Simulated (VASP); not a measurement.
# PtSe3 in VASP: a series of runs

Runs on PtSe3. Level: PBEsol. Tasks: single point.

Program: VASP 6.6.1. These are calculated values, not measurements. Logs are shortened: lines on timing, memory, paths and dates and some standing lists are left out, and cuts for length are marked.

## 1. The cell of the first run

The cell holds a slab with vacuum, 8 atoms: a = 3.761 Å, b = 3.761 Å, c = 27.054 Å, α = 90.00°, β = 90.00°, γ = 120.00°.

## 2. Single point, PBEsol

INCAR reads:

```
PREC = Accurate
ENCUT = 520
EDIFF = 1E-6
ISMEAR = 0
SIGMA = 0.1
LREAL = F
LASPH = T
NELM = 80
ALGO = Normal
ISIF = 2
LWAVE = F
LCHARG = F
LDIPOL = T
IDIPOL = 3
DIPOL = 0.5 0.5 0.500
GGA = PS
NBANDS = 38
```

KPOINTS reads:

```
regular mesh
0
Gamma
  9 9 1
```

POSCAR reads:

```
PtSe3
1.0
    3.7607249001      0.0000000000      0.0000000000
   -1.8803624500      3.2568833001      0.0000000000
    0.0000000000      0.0000000000     27.0544396188
Se Pt
6 2
Direct
    0.3333333333      0.6666666667      0.2772188264
    0.6666666667      0.3333333333      0.3632608596
    0.3333333333      0.6666666667      0.4569789834
    0.6666666667      0.3333333333      0.5430210166
    0.3333333333      0.6666666667      0.6367391404
    0.6666666667      0.3333333333      0.7227811736
    0.0000000000      0.0000000000      0.4101199215
    0.0000000000      0.0000000000      0.5898800785
```

Potentials or basis: VASP PAW PBE potentials, release 64 (Se, Pt).

The run is started by

```bash
$ cat potpaw_PBE.64/Se/POTCAR potpaw_PBE.64/Pt/POTCAR > POTCAR
$ mpirun -np 1 vasp_std > vasp.out
```

OUTCAR:

```text
PREC = Accurate
   ENCUT = 520
   EDIFF = 1E-6
   ISMEAR = 0
   LREAL = F
   LASPH = T
   NELM = 80
   ISIF = 2
   GGA = PS

 ion  position               nearest neighbor table
   1  0.333  0.667  0.277-
   2  0.667  0.333  0.363-   7 2.51   7 2.51   7 2.51
   3  0.333  0.667  0.457-   7 2.51   7 2.51   7 2.51
   4  0.667  0.333  0.543-   8 2.51   8 2.51   8 2.51
   5  0.333  0.667  0.637-   8 2.51   8 2.51   8 2.51
   6  0.667  0.333  0.723-
   7  0.000  0.000  0.410-   2 2.51   3 2.51   3 2.51   2 2.51   2 2.51   3 2.51
   8  0.000  0.000  0.590-   4 2.51   5 2.51   5 2.51   4 2.51   4 2.51   5 2.51

  LATTYP: Found a hexagonal cell.
 ALAT       =     3.7607249001
 C/A-ratio  =     7.1939427471

  Lattice vectors:

 A1 = (   3.7607249001,   0.0000000000,   0.0000000000)
 A2 = (  -1.8803624500,   3.2568833001,   0.0000000000)
 A3 = (   0.0000000000,   0.0000000000,  27.0544396188)

Analysis of symmetry for initial positions (statically):
=====================================================================
 Subroutine PRICEL returns:
 Original cell was already a primitive cell.

 Routine SETGRP: Setting up the symmetry group for a
 hexagonal supercell.

 Subroutine GETGRP returns: Found 12 space group operations
 (whereof 12 operations were pure point group operations)
 out of a pool of 24 trial point group operations.

The static configuration has the point symmetry D_3d.

Analysis of symmetry for dynamics (positions and initial velocities):
=====================================================================
 Subroutine PRICEL returns:
 Original cell was already a primitive cell.

 Routine SETGRP: Setting up the symmetry group for a
 hexagonal supercell.

 Subroutine GETGRP returns: Found 12 space group operations
 (whereof 12 operations were pure point group operations)
 out of a pool of 24 trial point group operations.

The dynamic configuration has the point symmetry D_3d.

 Subroutine INISYM returns: Found 12 space group operations
 (whereof 12 operations are pure point group operations),
 and found     1 'primitive' translations

----------------------------------------------------------------------------------------

                                     Primitive cell

  volume of cell :     331.3693

  direct lattice vectors                    reciprocal lattice vectors
     3.760724900  0.000000000  0.000000000     0.265906182  0.153521006  0.000000000
    -1.880362450  3.256883300  0.000000000     0.000000000  0.307042012  0.000000000
     0.000000000  0.000000000 27.054439619     0.000000000  0.000000000  0.036962510

  length of vectors
     3.760724900  3.760724900 27.054439619     0.307042012  0.307042012  0.036962510

  position of ions in fractional coordinates (direct lattice)
     0.333333333  0.666666667  0.277218826
     0.666666667  0.333333333  0.363260860
     0.333333333  0.666666667  0.456978983
     0.666666667  0.333333333  0.543021017
     0.333333333  0.666666667  0.636739140
     0.666666667  0.333333333  0.722781174
     0.000000000  0.000000000  0.410119921
     0.000000000  0.000000000  0.589880079

  ion indices of the primitive-cell ions
   primitive index   ion index
                 1           1
                 2           2
                 3           3
                 4           4
                 5           5
                 6           6
                 7           7
                 8           8

----------------------------------------------------------------------------------------

 KPOINTS: regular mesh

Automatic generation of k-mesh.
 Grid dimensions read from file:
 generate k-points for:    9    9    1

 Generating k-lattice:

  Cartesian coordinates                     Fractional coordinates (reciprocal lattice)
     0.029545131  0.017057890  0.000000000     0.111111111  0.000000000  0.000000000
     0.000000000  0.034115779  0.000000000     0.000000000  0.111111111  0.000000000
     0.000000000  0.000000000  0.036962510     0.000000000  0.000000000  1.000000000

  Length of vectors
     0.034115779  0.034115779  0.036962510

  Shift w.r.t. Gamma in fractional coordinates (k-lattice)
     0.000000000  0.000000000  0.000000000

 Subroutine IBZKPT returns following result:
 ===========================================

 Found     12 irreducible k-points:

 Following reciprocal coordinates:
            Coordinates               Weight
  0.000000  0.000000  0.000000      1.000000
  0.111111  0.000000  0.000000      6.000000
  0.222222  0.000000  0.000000      6.000000
  0.333333  0.000000  0.000000      6.000000
  0.444444  0.000000  0.000000      6.000000
  0.111111  0.111111  0.000000      6.000000
  0.222222  0.111111  0.000000     12.000000
  0.333333  0.111111  0.000000     12.000000
  0.444444  0.111111  0.000000      6.000000
  0.222222  0.222222  0.000000      6.000000
  0.333333  0.222222  0.000000     12.000000
  0.333333  0.333333  0.000000      2.000000
   k-points           NKPTS =     12   k-points in BZ     NKDIM =     12   number of bands    NBANDS=     38
   number of dos      NEDOS =    301   number of ions     NIONS =      8
   total plane-waves  NPLWV = 164640
   dimension x,y,z NGX =    28 NGY =   28 NGZ =  210
   dimension x,y,z NGXF=    56 NGYF=   56 NGZF=  420
   ions per type =               6   2
   NGX,Y,Z   is equivalent  to a cutoff of  12.38, 12.38, 12.90 a.u.
   NGXF,Y,Z  is equivalent  to a cutoff of  24.76, 24.76, 25.81 a.u.
 SYSTEM =  unknown system
   PREC   = accura    normal or accurate (medium, high low for compatibility)
   ISTART =      0    job   : 0-new  1-cont  2-samecut
   ICHARG =      2    charge: 1-file 2-atom 10-const
   ISPIN  =      1    spin polarized calculation?
   LNONCOLLINEAR =      F non collinear calculations
   LSORBIT =      F    spin-orbit coupling
   LASPH  =      T    aspherical Exc in radial PAW
   ENCUT  =  520.0 eV  38.22 Ry    6.18 a.u.   6.99  6.99 50.30*2*pi/ulx,y,z
   NELM   =     80;   NELMIN=  2; NELMDL= -5     # of ELM steps
   EDIFF  = 0.1E-05   stopping-criterion for ELM
   LREAL  =      F    real-space projection
   EDIFFG = 0.1E-04   stopping-criterion for IOM
   NSW    =      0    number of steps for IOM
   IBRION =     -1    ionic relax: 0-MD 1-quasi-New 2-CG
   NFREE  =      0    steps in history (QN), initial steepest desc. (CG)
   ISIF   =      2    stress and relaxation
   ISYM   =      2    0-nonsym 1-usesym 2-fastsym
   POTIM  = 0.5000    time-step for ionic-motion
   TEBEG  =    0.0;   TEEND  =   0.0 temperature during run
   PSTRESS=    0.0 pullay stress
   NELECT =      56.0000    total number of electrons
   NUPDOWN=      -1.0000    fix difference up-down
   EMIN   =  10.00;   EMAX   =-10.00  energy-range for DOS
   EFERMI =   0.00;   METHOD = LEGACY
   ISMEAR =     0;   SIGMA  =   0.10  broadening in eV -4-tet -1-fermi 0-gaus
   EFERMI_NEDOS =   21; number of points for ismear=-14 and -15
   IALGO  =     38    algorithm
   IMIX   =      4    mixing-type and parameters
     AMIX     =   0.40;   BMIX     =  1.00
     AMIX_MAG =   1.60;   BMIX_MAG =  1.00
  volume/ion in A,a.u.               =      41.42       279.52
  Fermi-wavevector in a.u.,A,eV,Ry     =   0.905107  1.710405 11.146154  0.819219
  Thomas-Fermi vector in A             =   2.028635
   LORBIT       =      0    0 simple, 1 ext, 2 COOP (PROOUT), +10 PAW based schemes
   GGA     = PS    functional components
   LHFCALC =     F    Hartree Fock is set to
   AEXX    =    0.0000 exact exchange contribution
   IVDW    =     0    specifies the selected vdW correction
   LEPSILON=     F    determine dielectric tensor
   LRPA    =     F    only Hartree local field effects (RPA)
 non-spin polarized calculation
 Gauss-broadening in eV      SIGMA  =   0.10
  energy-cutoff  :      520.00
  volume of cell :      331.37
 maximum number of plane-waves:      8983
 NGX is ok and might be reduce to    28
   NGX = 13   NGY = 13   NGZ =101

 dipolmoment           0.000000      0.000000     -0.000000 electrons x Angstroem

 number of electron      55.9999993 magnetization

 dipolmoment           0.000000      0.000000      0.000000 electrons x Angstroem

 Free energy of the ion-electron system (eV)
  ---------------------------------------------------
  ext. energy  EPLUGINS =         0.00000000
  ---------------------------------------------------
  free energy    TOTEN  =       -36.31475910 eV

  energy without entropy =      -36.27483626  energy(sigma->0) =      -36.29479768

 E-fermi :  -0.4374     XC(G=0):  -6.0175

 val. band max:       -0.4402151388   @ k =   0.4444   0.0000   0.0000
 cond. band min:      -0.4249076007   @ k =   0.4444   0.0000   0.0000
 fundamental gap:      0.0153075382
 Fermi energy:        -0.4373943528

 k-point     1 :       0.0000    0.0000    0.0000
  band No.  band energies     occupation
      1     -15.6914      2.00000
      2     -15.2982      2.00000
      3     -14.0383      2.00000
      4     -13.3450      2.00000
      5     -12.2380      2.00000
      6     -12.1438      2.00000
[... 30 lines left out ...]
     37       4.4500      0.00000
     38       5.2007      0.00000

 k-point     2 :       0.1111    0.0000    0.0000
  band No.  band energies     occupation
      1     -15.5595      2.00000
      2     -15.1719      2.00000
      3     -14.0082      2.00000
      4     -13.3441      2.00000
      5     -12.1959      2.00000
      6     -12.1295      2.00000
[... 30 lines left out ...]
     37       4.9698      0.00000
     38       5.3639      0.00000
[... 367 lines left out ...]
     37       6.4825      0.00000
     38       7.0202      0.00000

 k-point    12 :       0.3333    0.3333    0.0000
  band No.  band energies     occupation
      1     -13.7789      2.00000
      2     -13.7789      2.00000
      3     -13.7549      2.00000
      4     -13.7549      2.00000
      5     -11.7791      2.00000
      6     -11.7791      2.00000
[... 30 lines left out ...]
     37       7.3765      0.00000
     38       7.7103      0.00000

------------------------ aborting loop because EDIFF is reached ----------------------------------------

 vacuum level on the upper side and lower side of the slab       (xc-potential included)        -0.220        -0.220

  FORCE on cell =-STRESS in cart. coord.  units (eV):
  Direction    XX          YY          ZZ          XY          YZ          ZX
  --------------------------------------------------------------------------------------
  -------------------------------------------------------------------------------------
  Total       -5.4742218     -5.4742218     -3.1767219     -0.0000000      0.0000000      0.0000000
  in kB      -26.4679720    -26.4679720    -15.3595140     -0.0000000      0.0000000      0.0000000
  external PRESSURE =     -22.7651527 kB  Pullay stress =       0.0000000 kB

 VOLUME and BASIS-vectors are now :
 -----------------------------------------------------------------------------
  energy-cutoff  :      520.00
  volume of cell :      331.37
      direct lattice vectors                 reciprocal lattice vectors
     3.760724900  0.000000000  0.000000000     0.265906182  0.153521006  0.000000000
    -1.880362450  3.256883300  0.000000000     0.000000000  0.307042012  0.000000000
     0.000000000  0.000000000 27.054439619     0.000000000  0.000000000  0.036962510

 POSITION                                       TOTAL-FORCE (eV/Angst)
 -----------------------------------------------------------------------------------
     -0.00000      2.17126      7.50000        -0.000000      0.000000      0.716263
      1.88036      1.08563      9.82782         0.000000      0.000000     -0.951177
     -0.00000      2.17126     12.36331         0.000000     -0.000000     -0.113299
      1.88036      1.08563     14.69113        -0.000000      0.000000      0.113299
     -0.00000      2.17126     17.22662        -0.000000      0.000000      0.951177
      1.88036      1.08563     19.55444         0.000000     -0.000000     -0.716263
      0.00000      0.00000     11.09556         0.000000      0.000000      0.373727
      0.00000      0.00000     15.95887         0.000000     -0.000000     -0.373727
 -----------------------------------------------------------------------------------
    total drift:                               -0.000000      0.000000      0.000000

  FREE ENERGIE OF THE ION-ELECTRON SYSTEM (eV)
  ---------------------------------------------------
  free  energy   TOTEN  =       -36.3147591001 eV

  energy  without entropy=      -36.2748362647  energy(sigma->0) =      -36.29479768

 vacuum level on the upper side and lower side of the slab         5.556         5.556
```

It took 5.9 min on 1 thread of Intel Xeon 6975P-C, shared host; peak memory 0.47 GiB.

Results:

```yaml
Free_energy: -36.3148 eV
Largest_force: 0.951 eV/Å
Band_gap_on_the_k_mesh: zero (band 28 reaches 0.27 eV, above the bottom of band 29 at -1.00 eV)
```

Forces on the atoms (eV/Å):
```
Se   0.000  0.000  0.716
Se   0.000  0.000 -0.951
Se   0.000  0.000 -0.113
Se   0.000  0.000  0.113
Se   0.000  0.000  0.951
Se   0.000  0.000 -0.716
Pt   0.000  0.000  0.374
Pt   0.000  0.000 -0.374
```

Caveat: the PAW data sets were made with another functional, which shifts forces and pressure a little; spin-orbit coupling is left out, which moves the levels of the heavy elements.

(Part 1 of 2 ends here.)
